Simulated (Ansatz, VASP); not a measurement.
**KZnF3: VASP beside Ansatz**

File INCAR:

```
PREC = Accurate
ENCUT = 520
EDIFF = 1E-7
ISMEAR = 0
SIGMA = 0.05
LREAL = False
LASPH = True
NELM = 60
ALGO = Normal
ISIF = 2
LWAVE = False
LCHARG = False
NBANDS = 29
```

KPOINTS

```
Automatic mesh
0
Gamma
  6 6 6
```

The input POSCAR:

```
KZnF3
1.0
    4.5462001499      0.0000000000      0.0000000000
    0.0000000000      4.5462001499      0.0000000000
    0.0000000000      0.0000000000      3.2141635060
K Zn F
1 1 3
Direct
    0.0000000000      0.0000000000      0.0000000000
    0.5000000000      0.5000000000      0.5000000000
    0.5000000000      0.5000000000      0.0000000000
    0.0000000000      0.5000000000      0.5000000000
    0.5000000000      0.0000000000      0.5000000000
```

Input for Ansatz:

```yaml
crystal:
  lattice:
    - [4.5462001499, 0.0, 0.0]
    - [0.0, 4.5462001499, 0.0]
    - [0.0, 0.0, 3.214163506]
  atoms:
    - { symbol: K, position: [0.0, 0.0, 0.0] }
    - { symbol: Zn, position: [0.5, 0.5, 0.5] }
    - { symbol: F, position: [0.5, 0.5, 0.0] }
    - { symbol: F, position: [0.0, 0.5, 0.5] }
    - { symbol: F, position: [0.5, 0.0, 0.5] }
basis:
  ecutwfc: 420
kpoints:
  mp_grid: { grid: [6, 6, 6] }
hamiltonian:
  xc: lda
scf:
  occupations: { method: gaussian, width: 0.05 }
output:
  forces: true
  stress: true
  eigenvalues: true
```

Alike in both runs: task single point; functional LDA; k mesh 6 × 6 × 6; occupations gaussian, width 0.05 eV; no spin polarisation.

|  | VASP | Ansatz |
| --- | --- | --- |
| version | VASP 6.6.1 | Ansatz 0.2.0 |
| potentials or method | VASP PAW LDA potentials, release 64 (K_sv, Zn, F), cutoff 520 eV | scalar-relativistic, plane waves, PAW |
| valence electrons in the cell | 42 | 42 |

Ansatz gave:

* gap on the k mesh at the Fermi level (eV): 3.57
* least direct gap on the mesh (eV): 5.15
* pressure (GPa): 11.5
* traceless stress, the component that is largest in VASP (GPa): 40.33

Estimate VASP's values.

gap on the k mesh at the Fermi level (eV): 3.55; least direct gap on the mesh (eV): 5.14; pressure (GPa): 12.3; traceless stress, the component that is largest in VASP (GPa): 41.87.

LDA's correlation is that of Perdew and Zunger in VASP and of Perdew and Wang (1992) in Ansatz.
